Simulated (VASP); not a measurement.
# MgS (F-43m) in VASP: a series of runs

MgS is run at these levels: r2SCAN+D3(BJ); tasks: single point.

Everything below comes from runs of VASP 6.6.1. Logs are shortened: lines on timing, memory, paths and dates and some standing lists are left out, and cuts for length are marked.

### 1 The cell of the first run

It takes space group F-43m (No. 216, cubic). The conventional cell has a = 5.498 Å, b = 5.498 Å, c = 5.498 Å, α = 90.00°, β = 90.00°, γ = 90.00°. Mg (site symmetry -43m) has 4 S at 2.38 Å within 3.1 Å. S (site symmetry -43m) has 4 Mg at 2.38 Å within 3.1 Å.

### 2 Single point, r2SCAN+D3(BJ)

Input file POSCAR:

```
MgS
1.0
    0.0000000000      2.7491110418      2.7491110418
    2.7491110418      0.0000000000      2.7491110418
    2.7491110418      2.7491110418      0.0000000000
Mg S
1 1
Direct
    0.0000000000      0.0000000000      0.0000000000
    0.2500000000      0.2500000000      0.2500000000
```

Input file INCAR.step1:

```
SYSTEM = MgS
  ALGO = Normal
  EDIFF = 1E-5
  ENCUT = 660
  GGA = PE
  GGA_COMPAT = .FALSE.
  ISMEAR = 0
  LASPH = .TRUE.
  LCHARG = .FALSE.
  LREAL = .FALSE.
  LWAVE = .TRUE.
  NBANDS = 11
  NELM = 120
  PREC = Accurate
  SIGMA = 0.05
```

Input file INCAR.step2:

```
SYSTEM = MgS
  ALGO = Normal
  EDIFF = 1E-6
  ENCUT = 660
  GGA_COMPAT = .FALSE.
  ISIF = 2
  ISMEAR = 0
  ISTART = 1
  IVDW = 12
  LASPH = .TRUE.
  LCHARG = .FALSE.
  LMIXTAU = .TRUE.
  LREAL = .FALSE.
  LWAVE = .FALSE.
  METAGGA = R2SCAN
  NBANDS = 11
  NELM = 120
  PREC = Accurate
  SIGMA = 0.05
  VDW_A1 = 0.49484001
  VDW_A2 = 5.73083694
  VDW_S6 = 1.0
  VDW_S8 = 0.78981345
```

Input file KPOINTS:

```
k-points
0
G
  6 6 6
  0 0 0
```

Potentials or basis: VASP PAW PBE potentials, release 64 (Mg, S).

Launch:

```
> cat potpaw_PBE.64/Mg/POTCAR potpaw_PBE.64/S/POTCAR > POTCAR
> cp INCAR.step1 INCAR
> mpirun -np 1 vasp_std > vasp.out
> cp INCAR.step2 INCAR
> mpirun -np 1 vasp_std > vasp.out
```

OUTCAR:

```text
SYSTEM = MgS
   EDIFF = 1E-6
   ENCUT = 660
   ISIF = 2
   ISMEAR = 0
   ISTART = 1
   IVDW = 12
   LASPH = .TRUE.
   LREAL = .FALSE.
   METAGGA = R2SCAN
   NELM = 120
   PREC = Accurate
 IVDW          = 12

 ion  position               nearest neighbor table
   1  0.000  0.000  0.000-   2 2.38   2 2.38   2 2.38   2 2.38
   2  0.250  0.250  0.250-   1 2.38   1 2.38   1 2.38   1 2.38

  LATTYP: Found a face centered cubic cell.
 ALAT       =     5.4982220836

  Lattice vectors:

 A1 = (   0.0000000000,   2.7491110418,   2.7491110418)
 A2 = (   2.7491110418,   0.0000000000,   2.7491110418)
 A3 = (   2.7491110418,   2.7491110418,   0.0000000000)

Analysis of symmetry for initial positions (statically):
=====================================================================
 Subroutine PRICEL returns:
 Original cell was already a primitive cell.

 Routine SETGRP: Setting up the symmetry group for a
 face centered cubic supercell.

 Subroutine GETGRP returns: Found 24 space group operations
 (whereof 24 operations were pure point group operations)
 out of a pool of 48 trial point group operations.

The static configuration has the point symmetry T_d .

Analysis of symmetry for dynamics (positions and initial velocities):
=====================================================================
 Subroutine PRICEL returns:
 Original cell was already a primitive cell.

 Routine SETGRP: Setting up the symmetry group for a
 face centered cubic supercell.

 Subroutine GETGRP returns: Found 24 space group operations
 (whereof 24 operations were pure point group operations)
 out of a pool of 48 trial point group operations.

The dynamic configuration has the point symmetry T_d .

 Subroutine INISYM returns: Found 24 space group operations
 (whereof 24 operations are pure point group operations),
 and found     1 'primitive' translations

----------------------------------------------------------------------------------------

                                     Primitive cell

  volume of cell :      41.5534

  direct lattice vectors                    reciprocal lattice vectors
     0.000000000  2.749111042  2.749111042    -0.181876975  0.181876975  0.181876975
     2.749111042  0.000000000  2.749111042     0.181876975 -0.181876975  0.181876975
     2.749111042  2.749111042  0.000000000     0.181876975  0.181876975 -0.181876975

  length of vectors
     3.887830120  3.887830120  3.887830120     0.315020161  0.315020161  0.315020161

[... 79 lines left out ...]
   POTIM  = 0.5000    time-step for ionic-motion
   TEBEG  =    0.0;   TEEND  =   0.0 temperature during run
   PSTRESS=    0.0 pullay stress
   NELECT =       8.0000    total number of electrons
   NUPDOWN=      -1.0000    fix difference up-down
   EMIN   =  10.00;   EMAX   =-10.00  energy-range for DOS
   EFERMI =   0.00;   METHOD = LEGACY
   ISMEAR =     0;   SIGMA  =   0.05  broadening in eV -4-tet -1-fermi 0-gaus
   EFERMI_NEDOS =   21; number of points for ismear=-14 and -15
   IALGO  =     38    algorithm
   IMIX   =      4    mixing-type and parameters
     AMIX     =   0.40;   BMIX     =  1.00
     AMIX_MAG =   1.60;   BMIX_MAG =  1.00
  volume/ion in A,a.u.               =      20.78       140.21
  Fermi-wavevector in a.u.,A,eV,Ry     =   0.945299  1.786356 12.158034  0.893590
  Thomas-Fermi vector in A             =   2.073187
   LORBIT       =      0    0 simple, 1 ext, 2 COOP (PROOUT), +10 PAW based schemes
   METAGGA = R2SCAN    functional components
   LHFCALC =     F    Hartree Fock is set to
   AEXX    =    0.0000 exact exchange contribution
   IVDW    =    12    specifies the selected vdW correction
   LEPSILON=     F    determine dielectric tensor
   LRPA    =     F    only Hartree local field effects (RPA)
 non-spin polarized calculation
 Gauss-broadening in eV      SIGMA  =   0.05
  energy-cutoff  :      660.00
  volume of cell :       41.55
 maximum number of plane-waves:      1639
 NGX is ok and might be reduce to    36
   NGX = 17   NGY = 17   NGZ = 17

 number of electron       8.0000000 magnetization

 Free energy of the ion-electron system (eV)
  ---------------------------------------------------
  ext. energy  EPLUGINS =         0.00000000
  ---------------------------------------------------
  free energy    TOTEN  =       -15.38715335 eV

  energy without entropy =      -15.38715335  energy(sigma->0) =      -15.38715335

 E-fermi :   1.5588     XC(G=0):  -9.1331

 val. band max:        1.3419646351   @ k =   0.0000   0.0000   0.0000
 cond. band min:       5.5856939540   @ k =   0.5000   0.5000   0.0000
 fundamental gap:      4.2437293189
 Fermi energy:         1.5587577711

 k-point     1 :       0.0000    0.0000    0.0000
  band No.  band energies     occupation
      1     -10.7139      2.00000
      2       1.3420      2.00000
      3       1.3420      2.00000
      4       1.3420      2.00000
      5       5.9570      0.00000
      6      10.1619      0.00000
      7      10.1619      0.00000
      8      10.1619      0.00000
      9      12.9780      0.00000
     10      12.9780      0.00000
     11      16.6883      0.00000
[... 197 lines left out ...]
 k-point    16 :      -0.3333    0.5000    0.1667
  band No.  band energies     occupation
      1      -9.5923      2.00000
      2      -1.3875      2.00000
      3      -0.4081      2.00000
      4      -0.0746      2.00000
      5       6.7944      0.00000
      6       9.0589      0.00000
      7      11.8522      0.00000
      8      12.0380      0.00000
      9      15.6846      0.00000
     10      16.4322      0.00000
     11      16.8360      0.00000

------------------------ aborting loop because EDIFF is reached ----------------------------------------

 Edisp (eV)   -0.28405

 E8    (eV) :    -0.0880

  FORCE on cell =-STRESS in cart. coord.  units (eV):
  Direction    XX          YY          ZZ          XY          YZ          ZX
  --------------------------------------------------------------------------------------
  -------------------------------------------------------------------------------------
  Total       1.28552     1.28552     1.28552    -0.00000     0.00000    -0.00000
  in kB      49.56566    49.56566    49.56566    -0.00000     0.00000    -0.00000
  external pressure =       49.57 kB  Pullay stress =        0.00 kB

 VOLUME and BASIS-vectors are now :
 -----------------------------------------------------------------------------
  energy-cutoff  :      660.00
  volume of cell :       41.55
      direct lattice vectors                 reciprocal lattice vectors
     0.000000000  2.749111042  2.749111042    -0.181876975  0.181876975  0.181876975
     2.749111042  0.000000000  2.749111042     0.181876975 -0.181876975  0.181876975
     2.749111042  2.749111042  0.000000000     0.181876975  0.181876975 -0.181876975

 POSITION                                       TOTAL-FORCE (eV/Angst)
 -----------------------------------------------------------------------------------
      0.00000      0.00000      0.00000         0.000000      0.000000     -0.000000
      1.37456      1.37456      1.37456        -0.000000     -0.000000      0.000000
 -----------------------------------------------------------------------------------
    total drift:                                0.000000      0.000000      0.000000

  FREE ENERGIE OF THE ION-ELECTRON SYSTEM (eV)
  ---------------------------------------------------
  free  energy   TOTEN  =       -15.6712024391 eV

  energy  without entropy=      -15.6712024391  energy(sigma->0) =      -15.67120244
```

OUTCAR.step1:

```text
SYSTEM = MgS
   EDIFF = 1E-5
   ENCUT = 660
   GGA = PE
   ISMEAR = 0
   LASPH = .TRUE.
   LREAL = .FALSE.
[... 434 lines left out ...]
      0.00000      0.00000      0.00000        -0.000000     -0.000000     -0.000000
      1.37456      1.37456      1.37456         0.000000      0.000000      0.000000
 -----------------------------------------------------------------------------------
    total drift:                               -0.000000     -0.000000     -0.000000

  FREE ENERGIE OF THE ION-ELECTRON SYSTEM (eV)
  ---------------------------------------------------
  free  energy   TOTEN  =        -8.3784414430 eV

  energy  without entropy=       -8.3784414430  energy(sigma->0) =       -8.37844144
```

It took 45 s on 1 thread of Intel Xeon 8259CL, shared host; peak memory 0.22 GiB.

Results:

```
Free energy                : -15.6712 eV
Pressure                   : 5.0 GPa
Band gap on the k mesh     : 4.24 eV (least direct gap 4.62 eV)
Dispersion energy per atom : -0.142 eV
```

Levels at points of the mesh, in eV from the valence-band top:
```csv
k point,band 1,band 2,band 3,band 4,band 5,band 6,band 7,band 8
"(0.00, 0.00, 0.00)",-12.06,0.00,0.00,0.00,4.62,8.82,8.82,8.82
"(0.50, 0.00, 0.00)",-11.22,-3.47,-0.36,-0.36,6.12,8.33,8.33,9.72
"(0.50, 0.50, 0.00)",-10.94,-3.08,-1.16,-1.16,4.24,6.37,13.08,14.02
```

Caveat: the cell stands under pressure; the PAW data sets were made with another functional, which shifts forces and pressure a little.

### 3 Single point, r2SCAN+D3(BJ)

This run uses another cell than the first one, of 21.68 Å³/atom.

Input file POSCAR:

```
MgS
1.0
    0.0000000000      2.7882687641      2.7882687641
    2.7882687641      0.0000000000      2.7882687641
    2.7882687641      2.7882687641      0.0000000000
Mg S
1 1
Direct
    0.0000000000      0.0000000000      0.0000000000
    0.2500000000      0.2500000000      0.2500000000
```

Input file INCAR.step1:

```
ALGO     = Normal         # electronic algorithm
EDIFF    = 1E-5           # SCF threshold, eV
ENCUT    = 660            # plane-wave cutoff, eV
GGA      = PE             # functional
GGA_COMPAT= False        
ISMEAR   = 0              # smearing method
LASPH    = True           # aspherical terms in the spheres
LCHARG   = False          # write CHGCAR
LREAL    = False          # projectors in reciprocal space
LWAVE    = True           # write WAVECAR
NBANDS   = 11             # bands
NELM     = 120            # most SCF steps
PREC     = Accurate       # precision mode
SIGMA    = 0.05           # smearing width, eV
```

Input file INCAR.step2:

```
ALGO     = Normal         # electronic algorithm
EDIFF    = 1E-6           # SCF threshold, eV
ENCUT    = 660            # plane-wave cutoff, eV
GGA_COMPAT= False        
ISIF     = 2              # what is computed and relaxed
ISMEAR   = 0              # smearing method
ISTART   = 1            
IVDW     = 12             # dispersion correction
LASPH    = True           # aspherical terms in the spheres
LCHARG   = True           # write CHGCAR
LELF     = True           # ELF
LMIXTAU  = True         
LREAL    = False          # projectors in reciprocal space
LVHAR    = True         
LWAVE    = False          # write WAVECAR
METAGGA  = R2SCAN         # meta-GGA
NBANDS   = 11             # bands
NELM     = 120            # most SCF steps
PREC     = Accurate       # precision mode
SIGMA    = 0.05           # smearing width, eV
VDW_A1   = 0.49484001   
VDW_A2   = 5.73083694   
VDW_S6   = 1.0          
VDW_S8   = 0.78981345
```

Input file KPOINTS:

```
k-points
0
Gamma
  6 6 6
```

Potentials or basis: VASP PAW PBE potentials, release 64 (Mg, S).

Launch:

```
> cat potpaw_PBE.64/Mg/POTCAR potpaw_PBE.64/S/POTCAR > POTCAR
> cp INCAR.step1 INCAR
> mpirun -np 1 vasp_std > vasp.out
> cp INCAR.step2 INCAR
> mpirun -np 1 vasp_std > vasp.out
```

Run time: 48 s. Hardware: 1 thread of Intel Xeon 8259CL, shared host; peak memory 0.22 GiB.

The run converged. Its results:

```
Free energy                : -15.7082 eV
Pressure                   : 1.7 GPa
Band gap on the k mesh     : 4.28 eV (least direct gap 4.38 eV)
Dispersion energy per atom : -0.136 eV
```

Levels at points of the mesh, in eV from the valence-band top:
```
           k point  band 2  band 3  band 4  band 5  band 6  band 7
(0.00, 0.00, 0.00)    0.00    0.00    0.00    4.38    8.71    8.71
(0.50, 0.00, 0.00)   -3.31   -0.35   -0.35    5.96    8.28    8.28
(0.50, 0.50, 0.00)   -2.95   -1.11   -1.11    4.28    6.32   12.62
```

Caveat: the PAW data sets were made with another functional, which shifts forces and pressure a little. A k mesh can miss the band edges.

### 4 Single point, r2SCAN+D3(BJ)

This run uses another cell than the first one, of 22.36 Å³/atom.

Input file POSCAR:

```
MgS
1.0
    0.0000000000      2.8172588091      2.8172588091
    2.8172588091      0.0000000000      2.8172588091
    2.8172588091      2.8172588091      0.0000000000
Mg S
1 1
Direct
    0.0000000000      0.0000000000      0.0000000000
    0.2500000000      0.2500000000      0.2500000000
```

Input file INCAR.step1:

```
  PREC = Accurate
  ENCUT = 660
  ISMEAR = 0
  SIGMA = 0.05
  LREAL = False
  LASPH = True
  NELM = 120
  NBANDS = 11
  GGA = PE
  ALGO = Normal
  EDIFF = 1E-5
  LWAVE = True
  LCHARG = False
  GGA_COMPAT = False
```

Input file INCAR.step2:

```
  PREC = Accurate
  ENCUT = 660
  EDIFF = 1E-6
  ISMEAR = 0
  SIGMA = 0.05
  LREAL = False
  LASPH = True
  NELM = 120
  ALGO = Normal
  ISIF = 2
  LWAVE = False
  LCHARG = False
  METAGGA = R2SCAN
  LMIXTAU = True
  IVDW = 12
  VDW_S6 = 1.0
  VDW_S8 = 0.78981345
  VDW_A1 = 0.49484001
  VDW_A2 = 5.73083694
  NBANDS = 11
  ISTART = 1
  GGA_COMPAT = False
```

Input file KPOINTS:

```
regular mesh
0
Gamma
  6 6 6
```

Launch:

```
> cat potpaw_PBE.64/Mg/POTCAR potpaw_PBE.64/S/POTCAR > POTCAR
> cp INCAR.step1 INCAR
> mpirun -np 1 vasp_std > vasp.out
> cp INCAR.step2 INCAR
> mpirun -np 1 vasp_std > vasp.out
```

Run time: 47 s. Hardware: 1 thread of Intel Xeon 8259CL, shared host; peak memory 0.22 GiB.

Results (log left out):

```
Free energy                : -15.7141 eV
Pressure                   : -0.3 GPa
Band gap on the k mesh     : 4.21 eV
Dispersion energy per atom : -0.132 eV
```

Levels at points of the mesh, in eV from the valence-band top:
| k point | band 1 | band 2 | band 3 | band 4 | band 5 | band 6 | band 7 | band 8 | band 9 |
| --- | --- | --- | --- | --- | --- | --- | --- | --- | --- |
| (0.00, 0.00, 0.00) | -11.79 | 0.00 | 0.00 | 0.00 | 4.21 | 8.63 | 8.63 | 8.63 | 11.49 |
| (0.50, 0.00, 0.00) | -11.07 | -3.20 | -0.34 | -0.34 | 5.85 | 8.23 | 8.23 | 9.34 | 13.93 |
| (0.50, 0.50, 0.00) | -10.84 | -2.86 | -1.07 | -1.07 | 4.31 | 6.28 | 12.29 | 13.40 | 13.40 |

Caveat: the PAW data sets were made with another functional, which shifts forces and pressure a little. A k mesh can miss the band edges.

### 5 Single point, r2SCAN+D3(BJ) (21.24 Å³/atom)

This run uses another cell than the first one, of 21.24 Å³/atom.

Input file POSCAR:

```
MgS
1.0
    0.0000000000      2.7695000000      2.7695000000
    2.7695000000      0.0000000000      2.7695000000
    2.7695000000      2.7695000000      0.0000000000
Mg S
1 1
Direct
    0.0000000000      0.0000000000      0.0000000000
    0.2500000000      0.2500000000      0.2500000000
```

Input file INCAR.step1:

```
PREC = Accurate ; ENCUT = 660
ISMEAR = 0 ; SIGMA = 0.02
LREAL = False ; LASPH = True
NELM = 120 ; NBANDS = 11
GGA = PE ; ALGO = Normal
EDIFF = 1E-5 ; LWAVE = True
LCHARG = False ; GGA_COMPAT = False
```

Input file INCAR.step2:

```
PREC = Accurate ; ENCUT = 660
EDIFF = 1E-6 ; ISMEAR = 0
SIGMA = 0.02 ; LREAL = False
LASPH = True ; NELM = 120
ALGO = Normal ; ISIF = 2
LWAVE = False ; LCHARG = False
METAGGA = R2SCAN ; LMIXTAU = True
IVDW = 12 ; VDW_S6 = 1.0
VDW_S8 = 0.78981345 ; VDW_A1 = 0.49484001
VDW_A2 = 5.73083694 ; NBANDS = 11
ISTART = 1 ; GGA_COMPAT = False
```

Input file KPOINTS:

```
Automatic mesh
0
Gamma
  8 8 8
```

Launch:

```
> cat potpaw_PBE.64/Mg/POTCAR potpaw_PBE.64/S/POTCAR > POTCAR
> cp INCAR.step1 INCAR
> mpirun -np 1 vasp_std > vasp.out
> cp INCAR.step2 INCAR
> mpirun -np 1 vasp_std > vasp.out
```

It took 69 s on 1 thread of Intel Xeon 8259CL, shared host; peak memory 0.23 GiB.

Results (log left out):

| Item | Value |
| --- | --- |
| Free energy | -15.6953 eV |
| Pressure | 3.2 GPa |
| Band gap on the k mesh | 4.27 eV (least direct gap 4.49 eV) |
| Dispersion energy per atom | -0.139 eV |

Levels at points of the mesh, in eV from the valence-band top:
```
           k point  band 2  band 3  band 4  band 5  band 6  band 7
(0.00, 0.00, 0.00)    0.00    0.00    0.00    4.49    8.76    8.76
(0.50, 0.00, 0.00)   -3.38   -0.35   -0.35    6.04    8.30    8.30
(0.50, 0.50, 0.00)   -3.01   -1.13   -1.13    4.27    6.34   12.84
```

Caveat: the cell stands under pressure; the PAW data sets were made with another functional, which shifts forces and pressure a little. A k mesh can miss the band edges.

### 6 Single point, r2SCAN+D3(BJ)

This run uses another cell than the first one, of 21.24 Å³/atom.

POSCAR is that of step 5.

Input file INCAR.step1:

```
SYSTEM = MgS
PREC = Accurate
ENCUT = 660
ISMEAR = -4
SIGMA = 0.02
LREAL = .FALSE.
LASPH = .TRUE.
NELM = 120
NBANDS = 11
GGA = PE
ALGO = Normal
EDIFF = 1E-5
LWAVE = .TRUE.
LCHARG = .FALSE.
GGA_COMPAT = .FALSE.
```

Input file INCAR.step2:

```
SYSTEM = MgS
PREC = Accurate
ENCUT = 660
EDIFF = 1E-6
ISMEAR = -4
SIGMA = 0.02
LREAL = .FALSE.
LASPH = .TRUE.
NELM = 120
ALGO = Normal
ISIF = 2
LWAVE = .FALSE.
LCHARG = .FALSE.
METAGGA = R2SCAN
LMIXTAU = .TRUE.
IVDW = 12
VDW_S6 = 1.0
VDW_S8 = 0.78981345
VDW_A1 = 0.49484001
VDW_A2 = 5.73083694
NBANDS = 11
ISTART = 1
GGA_COMPAT = .FALSE.
```

Input file KPOINTS:

```
regular mesh
0
G
  8 8 8
  0 0 0
```

Potentials or basis: VASP PAW PBE potentials, release 64 (Mg, S).

Launch:

```
> cat potpaw_PBE.64/Mg/POTCAR potpaw_PBE.64/S/POTCAR > POTCAR
> cp INCAR.step1 INCAR
> mpirun -np 1 vasp_std > vasp.out
> cp INCAR.step2 INCAR
> mpirun -np 1 vasp_std > vasp.out
```

Run time: 70 s. Hardware: 1 thread of Intel Xeon 8259CL, shared host; peak memory 0.23 GiB.

Results (log left out):

| Quantity | Value |
| --- | --- |
| Free energy | -15.6953 eV |
| Pressure | 3.2 GPa |
| Band gap on the k mesh | 4.27 eV (least direct gap 4.49 eV) |
| Dispersion energy per atom | -0.139 eV |

Levels at points of the mesh, in eV from the valence-band top:
| k point | band 2 | band 3 | band 4 | band 5 | band 6 | band 7 |
| --- | --- | --- | --- | --- | --- | --- |
| (0.00, 0.00, 0.00) | 0.00 | 0.00 | 0.00 | 4.49 | 8.76 | 8.76 |
| (0.50, 0.00, 0.00) | -3.38 | -0.35 | -0.35 | 6.04 | 8.30 | 8.30 |
| (0.50, 0.50, 0.00) | -3.01 | -1.13 | -1.13 | 4.27 | 6.34 | 12.84 |

Caveat: the cell stands under pressure; the PAW data sets were made with another functional, which shifts forces and pressure a little. A k mesh can miss the band edges.

### 7 Overview

| cell | k mesh | smearing | gap on the mesh (eV) | pressure (GPa) |
| --- | --- | --- | --- | --- |
| a = 3.888 Å, angles 60.0°, 2 atoms | 6 × 6 × 6 | gaussian 0.05 eV | 4.24 | 5.0 |
| a = 3.943 Å, angles 60.0°, 2 atoms | 6 × 6 × 6 | gaussian 0.05 eV | 4.28 | 1.7 |
| a = 3.984 Å, angles 60.0°, 2 atoms | 6 × 6 × 6 | gaussian 0.05 eV | 4.21 | -0.3 |
| a = 3.917 Å, angles 60.0°, 2 atoms | 8 × 8 × 8 | gaussian 0.02 eV | 4.27 | 3.2 |
| a = 3.917 Å, angles 60.0°, 2 atoms | 8 × 8 × 8 | tetrahedron | 4.27 | 3.2 |

Alike in all rows: task single point; level r2SCAN+D3(BJ); potentials or basis VASP PAW PBE potentials, release 64 (Mg, S); no spin polarisation; cutoff (eV) 660.

Caveats: the PAW data sets were made with another functional, which shifts forces and pressure a little; the cell stands under pressure (at least some runs).

Total energies depend on the potentials used, so only differences within one code and one set of settings carry meaning.
